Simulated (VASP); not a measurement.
# Ta (Pm-3m) in VASP: single point with PBEsol

Aim: the single point of Ta with PBEsol.

Program: VASP 6.6.1. These are calculated values, not measurements. Logs are shortened: lines on timing, memory, paths and dates and some standing lists are left out, and cuts for length are marked.

## 1. The cell of the first run

The structure is cubic, space group Pm-3m (No. 221). Conventional cell: a = 2.685 Å, b = 2.685 Å, c = 2.685 Å, α = 90.00°, β = 90.00°, γ = 90.00°. Within 3.5 Å of Ta (site symmetry m-3m) lie 6 Ta at 2.69 Å.

This isn't the form of Ta at room conditions, which is bcc.

## 2. Single point, PBEsol

File INCAR:

```
SYSTEM = Ta
ALGO     = Normal         ! electronic algorithm
EDIFF    = 1E-6           ! SCF threshold, eV
ENCUT    = 500            ! plane-wave cutoff, eV
GGA      = PS             ! functional
GGA_COMPAT= .FALSE.      
ISIF     = 2              ! what is computed and relaxed
ISMEAR   = 0              ! smearing method
LASPH    = .TRUE.         ! aspherical terms in the spheres
LCHARG   = .FALSE.        ! write CHGCAR
LREAL    = .FALSE.        ! projectors in reciprocal space
LWAVE    = .FALSE.        ! write WAVECAR
NBANDS   = 12             ! bands
NELM     = 120            ! most SCF steps
PREC     = Accurate       ! precision mode
SIGMA    = 0.1            ! smearing width, eV
```

File KPOINTS:

```
k-points
0
G
  6 6 6
  0 0 0
```

File POSCAR:

```
Ta
1.0
    2.6850816500      0.0000000000      0.0000000000
    0.0000000000      2.6850816500      0.0000000000
    0.0000000000      0.0000000000      2.6850816500
Ta
1
Direct
    0.0000000000      0.0000000000      0.0000000000
```

Potentials or basis: VASP PAW PBE potentials, release 64 (Ta_pv).

Run with:

```console
> cat potpaw_PBE.64/Ta_pv/POTCAR > POTCAR
> mpirun -np 1 vasp_std > vasp.out
```

OUTCAR:

```text
SYSTEM = Ta
   EDIFF = 1E-6
   ENCUT = 500
   GGA = PS
   ISIF = 2
   ISMEAR = 0
   LASPH = .TRUE.
   LREAL = .FALSE.
   NELM = 120
   PREC = Accurate

 ion  position               nearest neighbor table
   1  0.000  0.000  0.000-

  LATTYP: Found a simple cubic cell.
 ALAT       =     2.6850816500

  Lattice vectors:

 A1 = (   2.6850816500,   0.0000000000,   0.0000000000)
 A2 = (   0.0000000000,   2.6850816500,   0.0000000000)
 A3 = (   0.0000000000,   0.0000000000,   2.6850816500)

Analysis of symmetry for initial positions (statically):
=====================================================================
 Subroutine PRICEL returns:
 Original cell was already a primitive cell.

 Routine SETGRP: Setting up the symmetry group for a
 simple cubic supercell.

 Subroutine GETGRP returns: Found 48 space group operations
 (whereof 48 operations were pure point group operations)
 out of a pool of 48 trial point group operations.

The static configuration has the point symmetry O_h .

Analysis of symmetry for dynamics (positions and initial velocities):
=====================================================================
 Subroutine PRICEL returns:
 Original cell was already a primitive cell.

 Routine SETGRP: Setting up the symmetry group for a
 simple cubic supercell.

 Subroutine GETGRP returns: Found 48 space group operations
 (whereof 48 operations were pure point group operations)
 out of a pool of 48 trial point group operations.

The dynamic configuration has the point symmetry O_h .

 Subroutine INISYM returns: Found 48 space group operations
 (whereof 48 operations are pure point group operations),
 and found     1 'primitive' translations

----------------------------------------------------------------------------------------

                                     Primitive cell

  volume of cell :      19.3585

  direct lattice vectors                    reciprocal lattice vectors
     2.685081650  0.000000000  0.000000000     0.372428153  0.000000000  0.000000000
     0.000000000  2.685081650  0.000000000     0.000000000  0.372428153  0.000000000
     0.000000000  0.000000000  2.685081650     0.000000000  0.000000000  0.372428153

  length of vectors
     2.685081650  2.685081650  2.685081650     0.372428153  0.372428153  0.372428153

  position of ions in fractional coordinates (direct lattice)
     0.000000000  0.000000000  0.000000000

  ion indices of the primitive-cell ions
   primitive index   ion index
                 1           1

----------------------------------------------------------------------------------------

 KPOINTS: k-points

Automatic generation of k-mesh.
 Grid dimensions read from file:
 generate k-points for:    6    6    6

 Generating k-lattice:

  Cartesian coordinates                     Fractional coordinates (reciprocal lattice)
     0.062071359  0.000000000  0.000000000     0.166666667  0.000000000  0.000000000
     0.000000000  0.062071359  0.000000000     0.000000000  0.166666667  0.000000000
     0.000000000  0.000000000  0.062071359     0.000000000  0.000000000  0.166666667

  Length of vectors
     0.062071359  0.062071359  0.062071359

  Shift w.r.t. Gamma in fractional coordinates (k-lattice)
     0.000000000  0.000000000  0.000000000

 Subroutine IBZKPT returns following result:
 ===========================================

 Found     20 irreducible k-points:

 Following reciprocal coordinates:
            Coordinates               Weight
  0.000000  0.000000  0.000000      1.000000
  0.166667  0.000000  0.000000      6.000000
  0.333333  0.000000  0.000000      6.000000
  0.500000  0.000000  0.000000      3.000000
  0.166667  0.166667  0.000000     12.000000
  0.333333  0.166667  0.000000     24.000000
[... 12 lines left out ...]
  0.500000  0.500000  0.333333      6.000000
  0.500000  0.500000  0.500000      1.000000
   k-points           NKPTS =     20   k-points in BZ     NKDIM =     20   number of bands    NBANDS=     12
   number of dos      NEDOS =    301   number of ions     NIONS =      1
   total plane-waves  NPLWV =   8000
   dimension x,y,z NGX =    20 NGY =   20 NGZ =   20
   dimension x,y,z NGXF=    40 NGYF=   40 NGZF=   40
   ions per type =               1
   NGX,Y,Z   is equivalent  to a cutoff of  12.38, 12.38, 12.38 a.u.
   NGXF,Y,Z  is equivalent  to a cutoff of  24.77, 24.77, 24.77 a.u.
 SYSTEM =  Ta
   PREC   = accura    normal or accurate (medium, high low for compatibility)
   ISTART =      0    job   : 0-new  1-cont  2-samecut
   ICHARG =      2    charge: 1-file 2-atom 10-const
   ISPIN  =      1    spin polarized calculation?
   LNONCOLLINEAR =      F non collinear calculations
   LSORBIT =      F    spin-orbit coupling
   LASPH  =      T    aspherical Exc in radial PAW
   ENCUT  =  500.0 eV  36.75 Ry    6.06 a.u.   4.90  4.90  4.90*2*pi/ulx,y,z
   NELM   =    120;   NELMIN=  2; NELMDL= -5     # of ELM steps
   EDIFF  = 0.1E-05   stopping-criterion for ELM
   LREAL  =      F    real-space projection
   EDIFFG = 0.1E-04   stopping-criterion for IOM
   NSW    =      0    number of steps for IOM
   IBRION =     -1    ionic relax: 0-MD 1-quasi-New 2-CG
   NFREE  =      0    steps in history (QN), initial steepest desc. (CG)
   ISIF   =      2    stress and relaxation
   ISYM   =      2    0-nonsym 1-usesym 2-fastsym
   POTIM  = 0.5000    time-step for ionic-motion
   TEBEG  =    0.0;   TEEND  =   0.0 temperature during run
   PSTRESS=    0.0 pullay stress
   NELECT =      11.0000    total number of electrons
   NUPDOWN=      -1.0000    fix difference up-down
   EMIN   =  10.00;   EMAX   =-10.00  energy-range for DOS
   EFERMI =   0.00;   METHOD = LEGACY
   ISMEAR =     0;   SIGMA  =   0.10  broadening in eV -4-tet -1-fermi 0-gaus
   EFERMI_NEDOS =   21; number of points for ismear=-14 and -15
   IALGO  =     38    algorithm
   IMIX   =      4    mixing-type and parameters
     AMIX     =   0.40;   BMIX     =  1.00
     AMIX_MAG =   1.60;   BMIX_MAG =  1.00
  volume/ion in A,a.u.               =      19.36       130.64
  Fermi-wavevector in a.u.,A,eV,Ry     =   1.355964  2.562401 25.016202  1.838639
  Thomas-Fermi vector in A             =   2.483007
   LORBIT       =      0    0 simple, 1 ext, 2 COOP (PROOUT), +10 PAW based schemes
   GGA     = PS    functional components
   LHFCALC =     F    Hartree Fock is set to
   AEXX    =    0.0000 exact exchange contribution
   IVDW    =     0    specifies the selected vdW correction
   LEPSILON=     F    determine dielectric tensor
   LRPA    =     F    only Hartree local field effects (RPA)
 non-spin polarized calculation
 Gauss-broadening in eV      SIGMA  =   0.10
  energy-cutoff  :      500.00
  volume of cell :       19.36
 maximum number of plane-waves:       512
 NGX is ok and might be reduce to    20
   NGX =  9   NGY =  9   NGZ =  9

 number of electron      10.9999998 magnetization

 Free energy of the ion-electron system (eV)
  ---------------------------------------------------
  ext. energy  EPLUGINS =         0.00000000
  ---------------------------------------------------
  free energy    TOTEN  =       -11.38275851 eV

  energy without entropy =      -11.37410698  energy(sigma->0) =      -11.37843275

 E-fermi :   4.6413     XC(G=0): -12.2392

 val. band max:        4.5739892197   @ k =   0.3333   0.1667   0.0000
 cond. band min:       4.6580261076   @ k =   0.3333   0.0000   0.0000
 fundamental gap:      0.0840368880
 Fermi energy:         4.6413139682

 k-point     1 :       0.0000    0.0000    0.0000
  band No.  band energies     occupation
      1     -28.3282      2.00000
      2     -28.3282      2.00000
      3     -28.3282      2.00000
      4      -2.7189      2.00000
      5       2.0084      2.00000
      6       2.0084      2.00000
      7      11.4137      0.00000
      8      11.4137      0.00000
      9      11.4137      0.00000
     10      19.8838      0.00000
     11      19.8838      0.00000
     12      19.8838      0.00000

 k-point     2 :       0.1667    0.0000    0.0000
  band No.  band energies     occupation
      1     -28.7126      2.00000
      2     -28.2955      2.00000
      3     -28.2955      2.00000
      4      -1.8889      2.00000
      5       2.2439      2.00000
      6       2.9259      2.00000
      7      10.0164      0.00000
      8      10.0164      0.00000
      9      11.5220      0.00000
     10      16.8373      0.00000
     11      19.3445      0.00000
     12      21.6611      0.00000

 k-point     3 :       0.3333    0.0000    0.0000
  band No.  band energies     occupation
      1     -29.4265      2.00000
      2     -28.2292      2.00000
      3     -28.2292      2.00000
      4      -0.1636      2.00000
      5       2.7639      2.00000
      6       4.6580      0.81316
      7       8.0787      0.00000
      8       8.0787      0.00000
      9      11.7466      0.00000
     10      14.6664      0.00000
     11      19.3443      0.00000
     12      20.4578      0.00000
[... 226 lines left out ...]
 k-point    19 :       0.5000    0.5000    0.3333
  band No.  band energies     occupation
      1     -29.4199      2.00000
      2     -29.4199      2.00000
      3     -29.0666      2.00000
      4       1.6801      2.00000
      5       3.0973      2.00000
      6       3.0973      2.00000
      7       9.7239      0.00000
      8      13.8716      0.00000
      9      14.4655      0.00000
     10      16.0387      0.00000
     11      16.0387      0.00000
     12      19.2298      0.00000

 k-point    20 :       0.5000    0.5000    0.5000
  band No.  band energies     occupation
      1     -29.3730      2.00000
      2     -29.3730      2.00000
      3     -29.3730      2.00000
      4       2.2296      2.00000
      5       2.2296      2.00000
      6       2.2296      2.00000
      7      12.3275      0.00000
      8      14.5458      0.00000
      9      14.5458      0.00000
     10      17.1603      0.00000
     11      17.1603      0.00000
     12      17.1603      0.00000

------------------------ aborting loop because EDIFF is reached ----------------------------------------

  FORCE on cell =-STRESS in cart. coord.  units (eV):
  Direction    XX          YY          ZZ          XY          YZ          ZX
  --------------------------------------------------------------------------------------
  -------------------------------------------------------------------------------------
  Total        0.8239335      0.8239335      0.8239335     -0.0000000     -0.0000000      0.0000000
  in kB       68.1915000     68.1915000     68.1915000     -0.0000000     -0.0000000      0.0000000
  external PRESSURE =      68.1915000 kB  Pullay stress =       0.0000000 kB

 VOLUME and BASIS-vectors are now :
 -----------------------------------------------------------------------------
  energy-cutoff  :      500.00
  volume of cell :       19.36
      direct lattice vectors                 reciprocal lattice vectors
     2.685081650  0.000000000  0.000000000     0.372428153  0.000000000  0.000000000
     0.000000000  2.685081650  0.000000000     0.000000000  0.372428153  0.000000000
     0.000000000  0.000000000  2.685081650     0.000000000  0.000000000  0.372428153

 POSITION                                       TOTAL-FORCE (eV/Angst)
 -----------------------------------------------------------------------------------
      0.00000      0.00000      0.00000         0.000000      0.000000      0.000000
 -----------------------------------------------------------------------------------
    total drift:                               -0.000000     -0.000000     -0.000000

  FREE ENERGIE OF THE ION-ELECTRON SYSTEM (eV)
  ---------------------------------------------------
  free  energy   TOTEN  =       -11.3827585123 eV

  energy  without entropy=      -11.3741069789  energy(sigma->0) =      -11.37843275
```

Wall time 4.3 s (1 thread of AMD EPYC 7R43 (Zen 3), shared host); peak memory 0.09 GiB.

Results:

* Free energy: -11.3828 eV
* Pressure: 6.8 GPa
* Band gap on the k mesh: zero (an odd number of electrons rules out a gap without spin polarisation)

Levels at points of the mesh, in eV from the Fermi level:
```csv
k point,band 4,band 5,band 6,band 7,band 8,band 9
"(0.00, 0.00, 0.00)",-7.36,-2.63,-2.63,6.77,6.77,6.77
"(0.50, 0.00, 0.00)",-3.71,-1.59,0.22,2.67,2.67,7.22
"(0.50, 0.50, 0.00)",-4.19,-1.25,3.53,3.53,5.65,5.65
"(0.50, 0.50, 0.50)",-2.41,-2.41,-2.41,7.69,9.90,9.90
```

Caveat: the k points lie up to 0.39 Å⁻¹ apart, too coarse for converged energies and pressures of a metal; the PAW data sets were made with another functional, which shifts forces and pressure a little; spin-orbit coupling is left out, which moves the levels of the heavy elements.

The gap in the log of VASP goes by the Fermi energy; the results here count the filled bands.